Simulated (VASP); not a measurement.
Crystal: TaSi2.

```
Ta Si
1.0
    -1.84471    1.84471    6.41401
     1.84471   -1.84471    6.41401
     1.84471    1.84471   -6.41401
Ta Si
2 4
Cartesian
  0.0000 0.0000 0.0000
  0.0000 1.8447 3.2070
  0.0000 0.0000 5.3429
  1.8447 0.0000 2.1359
  1.8447 0.0000 4.2781
  0.0000 0.0000 7.4851
```

* Program: VASP 6.6.1
* Task: relaxation of cell and atoms
* Functional: PBE
* Potentials or basis: VASP PAW PBE potentials, release 64 (Ta_pv, Si)
* Cutoff: 600 eV
* k mesh: 6 × 6 × 6
* Occupations: gaussian, width 0.1 eV
* Spin: no spin polarisation

At the start: pressure 15.3 GPa; volume 14.55 Å³/atom.

Q: Where does the relaxation end?

A: Over 13 steps the energy falls by 402.6 meV/atom and the volume is 16.16 Å³/atom (+11.0 %); space group I4_1/amd (No. 141, to 0.1 Å) before and after.

Step by step:
```csv
step,energy change (eV),largest force (eV/Å),pressure (GPa),volume (Å³)
1,0.0000,0.0352,15.35,87.31
2,-0.3645,0.9719,-13.10,105.87
3,-0.6122,0.7664,-4.32,97.63
4,-1.3565,0.9153,-3.87,96.82
5,-2.0534,0.6284,-1.26,95.32
6,-2.0996,0.4380,13.23,90.67
7,-2.3086,0.0392,7.83,92.28
8,-2.3010,0.3337,2.17,94.06
9,-2.3475,0.0838,5.84,92.88
10,-2.3057,0.0511,-5.49,102.72
11,-2.4125,0.0371,0.58,96.78
12,-2.4125,0.0365,0.68,96.70
13,-2.4155,0.0250,-0.18,96.95
```

Final structure:
```
Ta Si
1.0
    -1.68935    1.68935    8.49231
     1.68935   -1.68935    8.49231
     1.68935    1.68935   -8.49231
Ta Si
2 4
Direct
  0.00000 0.00000 0.00000
  0.75000 0.25000 0.50000
  0.42563 0.42563 0.00000
  0.17563 0.67563 0.50000
  0.32437 0.82437 0.50000
  0.57437 0.57437 0.00000
```

Caveat: a cell axis changed by over 15 % at a fixed basis, so the end point is rough.
